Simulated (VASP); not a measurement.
# Si (Fd-3m) in VASP: single point with PBEsol

Aim: the single point of Si with PBEsol.

Everything below comes from runs of VASP 6.6.1. Logs are shortened: lines on timing, memory, paths and dates and some standing lists are left out, and cuts for length are marked.

## (1) The cell of the first run

It takes space group Fd-3m (No. 227, cubic). Conventional cell: a = 5.434 Å, b = 5.434 Å, c = 5.434 Å, α = 90.00°, β = 90.00°, γ = 90.00°. Within 3.1 Å of Si (site symmetry -43m) lie 4 Si at 2.35 Å.

## (2) Single point, PBEsol

INCAR

```
SYSTEM = Si
PREC = Accurate ; ENCUT = 520
EDIFF = 1E-7 ; ISMEAR = 0
SIGMA = 0.02 ; LREAL = Auto
LASPH = .True. ; NELM = 60
ALGO = Normal ; ISIF = 2
LWAVE = .False. ; LCHARG = .False.
GGA = PS ; NBANDS = 86
```

KPOINTS

```
Automatic mesh
0
Gamma
  3 3 3
  0 0 0
```

POSCAR

```
Si
1.0
    5.4338342752      5.4338342752      5.4338342752
   -5.4338342752      5.4338342752     -5.4338342752
   -5.4338342752     -5.4338342752      5.4338342752
Si
32
Direct
    0.7500000000      0.0000000000      0.0000000000
    0.7500000000      0.7500000000      0.2500000000
    0.0000000000      0.7500000000      0.0000000000
    0.7500000000      0.5000000000      0.5000000000
    0.0000000000      0.5000000000      0.2500000000
    0.2500000000      0.5000000000      0.0000000000
    0.7500000000      0.2500000000      0.7500000000
    0.0000000000      0.2500000000      0.5000000000
    0.2500000000      0.2500000000      0.2500000000
    0.5000000000      0.2500000000      0.0000000000
    0.0000000000      0.0000000000      0.7500000000
    0.2500000000      0.0000000000      0.5000000000
    0.5000000000      0.0000000000      0.2500000000
    0.2500000000      0.7500000000      0.7500000000
    0.5000000000      0.7500000000      0.5000000000
    0.5000000000      0.5000000000      0.7500000000
    0.5000000000      0.0000000000      0.0000000000
    0.5000000000      0.7500000000      0.2500000000
    0.7500000000      0.7500000000      0.0000000000
    0.5000000000      0.5000000000      0.5000000000
    0.7500000000      0.5000000000      0.2500000000
    0.0000000000      0.5000000000      0.0000000000
    0.5000000000      0.2500000000      0.7500000000
    0.7500000000      0.2500000000      0.5000000000
    0.0000000000      0.2500000000      0.2500000000
    0.2500000000      0.2500000000      0.0000000000
    0.7500000000      0.0000000000      0.7500000000
    0.0000000000      0.0000000000      0.5000000000
    0.2500000000      0.0000000000      0.2500000000
    0.0000000000      0.7500000000      0.7500000000
    0.2500000000      0.7500000000      0.5000000000
    0.2500000000      0.5000000000      0.7500000000
```

Potentials or basis: VASP PAW PBE potentials, release 64 (Si).

On the command line:

```
> cat potpaw_PBE.64/Si/POTCAR > POTCAR
> mpirun -np 1 vasp_std > vasp.out
```

OUTCAR:

```text
SYSTEM = Si
   PREC = Accurate
   ENCUT = 520
   EDIFF = 1E-7
   ISMEAR = 0
   LREAL = Auto
   LASPH = .True.
   NELM = 60
   ISIF = 2
   GGA = PS

 ion  position               nearest neighbor table
   1  0.750  0.000  0.000-  17 2.35  19 2.35  25 2.35  27 2.35
   2  0.750  0.750  0.250-  18 2.35  19 2.35  21 2.35  28 2.35
   3  0.000  0.750  0.000-  19 2.35  22 2.35  29 2.35  30 2.35
   4  0.750  0.500  0.500-  20 2.35  21 2.35  24 2.35  30 2.35
   5  0.000  0.500  0.250-  21 2.35  22 2.35  25 2.35  31 2.35
   6  0.250  0.500  0.000-  18 2.35  22 2.35  26 2.35  32 2.35
[... 24 lines left out ...]
  31  0.250  0.750  0.500-   5 2.35  12 2.35  14 2.35  15 2.35
  32  0.250  0.500  0.750-   6 2.35   8 2.35  14 2.35  16 2.35

  LATTYP: Found a body centered cubic cell.
 ALAT       =    10.8676685504

  Lattice vectors:

 A1 = (   5.4338342752,   5.4338342752,   5.4338342752)
 A2 = (  -5.4338342752,   5.4338342752,  -5.4338342752)
 A3 = (  -5.4338342752,  -5.4338342752,   5.4338342752)

Analysis of symmetry for initial positions (statically):
=====================================================================
 Subroutine PRICEL returns following result:

  LATTYP: Found a face centered cubic cell.
 ALAT       =     5.4338342752

  Lattice vectors:

 A1 = (  -2.7169171376,   0.0000000000,  -2.7169171376)
 A2 = (   0.0000000000,  -2.7169171376,  -2.7169171376)
 A3 = (  -2.7169171376,  -2.7169171376,   0.0000000000)

  16 primitive cells build up your supercell.

 Routine SETGRP: Setting up the symmetry group for a
 body centered cubic supercell.

 Subroutine GETGRP returns: Found 48 space group operations
 (whereof 24 operations were pure point group operations)
 out of a pool of 48 trial point group operations.

The static configuration has the point symmetry T_d .
 The point group associated with its full space group is O_h .

Analysis of symmetry for dynamics (positions and initial velocities):
=====================================================================
 Subroutine PRICEL returns following result:

  LATTYP: Found a face centered cubic cell.
 ALAT       =     5.4338342752

  Lattice vectors:

 A1 = (  -2.7169171376,   0.0000000000,  -2.7169171376)
 A2 = (   0.0000000000,  -2.7169171376,  -2.7169171376)
 A3 = (  -2.7169171376,  -2.7169171376,   0.0000000000)

  16 primitive cells build up your supercell.

 Routine SETGRP: Setting up the symmetry group for a
 body centered cubic supercell.

 Subroutine GETGRP returns: Found 48 space group operations
 (whereof 24 operations were pure point group operations)
 out of a pool of 48 trial point group operations.

The dynamic configuration has the point symmetry T_d .
 The point group associated with its full space group is O_h .

 Subroutine INISYM returns: Found 48 space group operations
 (whereof 24 operations are pure point group operations),
 and found    16 'primitive' translations

----------------------------------------------------------------------------------------

                                     Primitive cell

  volume of cell :      40.1106

  direct lattice vectors                    reciprocal lattice vectors
    -2.716917138  0.000000000 -2.716917138    -0.184032112  0.184032112 -0.184032112
     0.000000000 -2.716917138 -2.716917138     0.184032112 -0.184032112 -0.184032112
    -2.716917138 -2.716917138  0.000000000    -0.184032112 -0.184032112  0.184032112

  length of vectors
     3.842301064  3.842301064  3.842301064     0.318752969  0.318752969  0.318752969

  position of ions in fractional coordinates (direct lattice)
     0.250000000  0.250000000  0.250000000
     0.500000000  0.500000000  0.500000000

  ion indices of the primitive-cell ions
   primitive index   ion index
                 1           1
                 2          17

----------------------------------------------------------------------------------------

 KPOINTS: Automatic mesh

Automatic generation of k-mesh.
 Grid dimensions read from file:
 generate k-points for:    3    3    3

 Generating k-lattice:

  Cartesian coordinates                     Fractional coordinates (reciprocal lattice)
     0.000000000  0.030672019  0.030672019     0.333333333  0.000000000  0.000000000
    -0.030672019  0.030672019  0.000000000     0.000000000  0.333333333  0.000000000
    -0.030672019  0.000000000  0.030672019     0.000000000  0.000000000  0.333333333

  Length of vectors
     0.043376785  0.043376785  0.043376785

  Shift w.r.t. Gamma in fractional coordinates (k-lattice)
     0.000000000  0.000000000  0.000000000

 Subroutine IBZKPT returns following result:
 ===========================================

 Found      4 irreducible k-points:

 Following reciprocal coordinates:
            Coordinates               Weight
  0.000000  0.000000  0.000000      1.000000
  0.333333  0.000000  0.000000     12.000000
  0.333333  0.333333 -0.000000      8.000000
 -0.333333  0.333333  0.333333      6.000000
   k-points           NKPTS =      4   k-points in BZ     NKDIM =      4   number of bands    NBANDS=     86
   number of dos      NEDOS =    301   number of ions     NIONS =     32
   total plane-waves  NPLWV = 343000
   dimension x,y,z NGX =    70 NGY =   70 NGZ =   70
   dimension x,y,z NGXF=   140 NGYF=  140 NGZF=  140
   ions per type =              32
   NGX,Y,Z   is equivalent  to a cutoff of  12.36, 12.36, 12.36 a.u.
   NGXF,Y,Z  is equivalent  to a cutoff of  24.73, 24.73, 24.73 a.u.
 SYSTEM =  Si
   PREC   = accura    normal or accurate (medium, high low for compatibility)
   ISTART =      0    job   : 0-new  1-cont  2-samecut
   ICHARG =      2    charge: 1-file 2-atom 10-const
   ISPIN  =      1    spin polarized calculation?
   LNONCOLLINEAR =      F non collinear calculations
   LSORBIT =      F    spin-orbit coupling
   LASPH  =      T    aspherical Exc in radial PAW
   ENCUT  =  520.0 eV  38.22 Ry    6.18 a.u.  17.50 17.50 17.50*2*pi/ulx,y,z
   NELM   =     60;   NELMIN=  2; NELMDL= -5     # of ELM steps
   EDIFF  = 0.1E-06   stopping-criterion for ELM
   LREAL  =      T    real-space projection
   EDIFFG = 0.1E-05   stopping-criterion for IOM
   NSW    =      0    number of steps for IOM
   IBRION =     -1    ionic relax: 0-MD 1-quasi-New 2-CG
   NFREE  =      0    steps in history (QN), initial steepest desc. (CG)
   ISIF   =      2    stress and relaxation
   ISYM   =      2    0-nonsym 1-usesym 2-fastsym
   POTIM  = 0.5000    time-step for ionic-motion
   TEBEG  =    0.0;   TEEND  =   0.0 temperature during run
   PSTRESS=    0.0 pullay stress
   NELECT =     128.0000    total number of electrons
   NUPDOWN=      -1.0000    fix difference up-down
   EMIN   =  10.00;   EMAX   =-10.00  energy-range for DOS
   EFERMI =   0.00;   METHOD = LEGACY
   ISMEAR =     0;   SIGMA  =   0.02  broadening in eV -4-tet -1-fermi 0-gaus
   EFERMI_NEDOS =   21; number of points for ismear=-14 and -15
   IALGO  =     38    algorithm
   IMIX   =      4    mixing-type and parameters
     AMIX     =   0.40;   BMIX     =  1.00
     AMIX_MAG =   1.60;   BMIX_MAG =  1.00
  volume/ion in A,a.u.               =      20.06       135.34
  Fermi-wavevector in a.u.,A,eV,Ry     =   0.956500  1.807523 12.447872  0.914893
  Thomas-Fermi vector in A             =   2.085434
   LORBIT       =      0    0 simple, 1 ext, 2 COOP (PROOUT), +10 PAW based schemes
   GGA     = PS    functional components
   LHFCALC =     F    Hartree Fock is set to
   AEXX    =    0.0000 exact exchange contribution
   IVDW    =     0    specifies the selected vdW correction
   LEPSILON=     F    determine dielectric tensor
   LRPA    =     F    only Hartree local field effects (RPA)
 non-spin polarized calculation
 Gauss-broadening in eV      SIGMA  =   0.02
  energy-cutoff  :      520.00
  volume of cell :      641.77
 maximum number of plane-waves:     17357
 NGX is ok and might be reduce to    70
   NGX = 35   NGY = 35   NGZ = 35

 number of electron     127.9999994 magnetization

 Free energy of the ion-electron system (eV)
  ---------------------------------------------------
  ext. energy  EPLUGINS =         0.00000000
  ---------------------------------------------------
  free energy    TOTEN  =      -183.90384856 eV

  energy without entropy =     -183.90384856  energy(sigma->0) =     -183.90384856

 E-fermi :   5.8845     XC(G=0):  -9.5470

 val. band max:        5.7724052958   @ k =   0.0000   0.0000   0.0000
 cond. band min:       6.3650815789   @ k =   0.0000   0.0000   0.0000
 fundamental gap:      0.5926762831
 Fermi energy:         5.8844516444

 k-point     1 :       0.0000    0.0000    0.0000
  band No.  band energies     occupation
      1      -6.2063      2.00000
      2      -4.1554      2.00000
      3      -4.1554      2.00000
      4      -4.1554      2.00000
      5      -4.1554      2.00000
      6      -4.1554      2.00000
[... 68 lines left out ...]
     75       8.1368      0.00000
     76       8.1368      0.00000

 k-point     2 :       0.3333    0.0000    0.0000
  band No.  band energies     occupation
      1      -5.9638      2.00000
      2      -5.2542      2.00000
      3      -4.5881      2.00000
      4      -4.5881      2.00000
      5      -4.5880      2.00000
      6      -4.5880      2.00000
[... 68 lines left out ...]
     75       8.3088      0.00000
     76       8.3606      0.00000

 k-point     3 :       0.3333    0.3333   -0.0000
  band No.  band energies     occupation
      1      -5.4880      2.00000
      2      -5.4880      2.00000
      3      -5.4880      2.00000
      4      -4.8247      2.00000
      5      -4.1063      2.00000
      6      -4.1063      2.00000
[... 68 lines left out ...]
     75       7.7233      0.00000
     76       7.7233      0.00000

 k-point     4 :      -0.3333    0.3333    0.3333
  band No.  band energies     occupation
      1      -5.7211      2.00000
      2      -5.0108      2.00000
      3      -5.0108      2.00000
      4      -5.0108      2.00000
      5      -5.0108      2.00000
      6      -4.2974      2.00000
[... 68 lines left out ...]
     75       7.7776      0.00000
     76       8.4287      0.00000
 [bands above 76 left out]

------------------------ aborting loop because EDIFF is reached ----------------------------------------

  FORCE on cell =-STRESS in cart. coord.  units (eV):
  Direction    XX          YY          ZZ          XY          YZ          ZX
  --------------------------------------------------------------------------------------
  -------------------------------------------------------------------------------------
  Total        0.3830887      0.3830887      0.3830887      0.0000000      0.0000000      0.0000000
  in kB        0.9563806      0.9563806      0.9563806      0.0000000      0.0000000      0.0000000
  external PRESSURE =       0.9563806 kB  Pullay stress =       0.0000000 kB

 VOLUME and BASIS-vectors are now :
 -----------------------------------------------------------------------------
  energy-cutoff  :      520.00
  volume of cell :      641.77
      direct lattice vectors                 reciprocal lattice vectors
     5.433834275  5.433834275  5.433834275     0.000000000  0.092016056  0.092016056
    -5.433834275  5.433834275 -5.433834275    -0.092016056  0.092016056  0.000000000
    -5.433834275 -5.433834275  5.433834275    -0.092016056  0.000000000  0.092016056

 POSITION                                       TOTAL-FORCE (eV/Angst)
 -----------------------------------------------------------------------------------
      4.07538      4.07538      4.07538         0.000000     -0.000000      0.000000
     -1.35846      6.79229      1.35846         0.000000     -0.000000      0.000000
     -4.07538      4.07538     -4.07538         0.000000     -0.000000      0.000000
     -1.35846      4.07538      4.07538         0.000000     -0.000000      0.000000
     -4.07538      1.35846     -1.35846         0.000000     -0.000000      0.000000
     -1.35846      4.07538     -1.35846         0.000000     -0.000000      0.000000
[... 24 lines left out ...]
     -5.43383      2.71692     -0.00000        -0.000000      0.000000     -0.000000
     -5.43383      0.00000      2.71692        -0.000000      0.000000     -0.000000
 -----------------------------------------------------------------------------------
    total drift:                                0.000000      0.000000     -0.000000

  FREE ENERGIE OF THE ION-ELECTRON SYSTEM (eV)
  ---------------------------------------------------
  free  energy   TOTEN  =      -183.9038485648 eV

  energy  without entropy=     -183.9038485648  energy(sigma->0) =     -183.90384856
```

Wall time 8.4 min (1 thread of Intel Xeon 8259CL, shared host); peak memory 0.71 GiB.

Results:

```
Free energy            : -183.9038 eV
Pressure               : 0.1 GPa
Band gap on the k mesh : 0.59 eV
```

Levels at points of the mesh, in eV from the valence-band top:
| k point | band 61 | band 62 | band 63 | band 64 | band 65 | band 66 | band 67 | band 68 |
| --- | --- | --- | --- | --- | --- | --- | --- | --- |
| (0.00, 0.00, 0.00) | -1.33 | 0.00 | 0.00 | 0.00 | 0.59 | 0.59 | 0.59 | 0.59 |

Caveat: the PAW data sets were made with another functional, which shifts forces and pressure a little; an odd mesh through Γ misses points on the zone boundary, where band edges can lie.
